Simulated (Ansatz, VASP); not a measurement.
# Ti: VASP beside Ansatz

The input INCAR:

```
SYSTEM = Ti
PREC = Accurate
ENCUT = 520
EDIFF = 1E-7
ISMEAR = -1
SIGMA = 0.05
LREAL = .FALSE.
LASPH = .TRUE.
NELM = 80
ALGO = Normal
ISIF = 2
LWAVE = .FALSE.
LCHARG = .TRUE.
GGA = PE
LELF = .TRUE.
LVHAR = .TRUE.
NBANDS = 12
```

Contents of KPOINTS:

```
regular mesh
0
G
  14 14 14
  0 0 0
```

POSCAR

```
Ti
1.0
    1.9445336346      0.0000000000      0.0000000000
    0.0000000000      1.9445336346      0.0000000000
    0.0000000000      0.0000000000      1.9445336346
Ti
1
Direct
    0.0000000000      0.0000000000      0.0000000000
```

Input for Ansatz:

```yaml
crystal:
  lattice:
    - [1.9445336346, 0.0, 0.0]
    - [0.0, 1.9445336346, 0.0]
    - [0.0, 0.0, 1.9445336346]
  atoms:
    - { symbol: Ti, position: [0.0, 0.0, 0.0] }
kpoints:
  mp_grid: { grid: [14, 14, 14] }
  band_path:
    path:
      - [0.0, 0.0, 0.0]
      - [0.0, 0.5, 0.0]
      - [0.5, 0.5, 0.0]
      - [0.0, 0.0, 0.0]
      - [0.5, 0.5, 0.5]
      - [0.0, 0.5, 0.0]
      - [0.5, 0.5, 0.5]
      - [0.5, 0.5, 0.0]
    npoints: 8
scf:
  occupations: { method: fermi_dirac, width: 0.05 }
hamiltonian:
  xc: pbe
  pseudopotentials: { kind: all_electron, lapw: { basis_error: 0.001 } }
output:
  forces: true
  stress: true
  eigenvalues: true
  populations: true
  dos: { projected: true, de: 0.2, e_range: [-14, 8] }
```

Change from the starting cell: volume scaled by 0.4, LAPW.

Alike in both runs: task single point; functional PBE; k mesh 14 × 14 × 14; occupations fermi-dirac, width 0.05 eV; no spin polarisation.

|  | VASP | Ansatz |
| --- | --- | --- |
| version | VASP 6.6.1 | Ansatz 0.2.0 |
| potentials or method | VASP PAW PBE potentials, release 64 (Ti_sv), cutoff 520 eV | all-electron LAPW, scalar-relativistic |

|  | VASP | Ansatz | Ansatz less VASP |
| --- | --- | --- | --- |
| pressure (GPa) | 404.2 | 385.8 | -18.40 |

Both programs put the cell under a high pressure, so it lies far from rest at this level. Ansatz ran all-electron here, and VASP with PAW potentials.

Noted on VASP's run: the cell as given lies far from equilibrium.
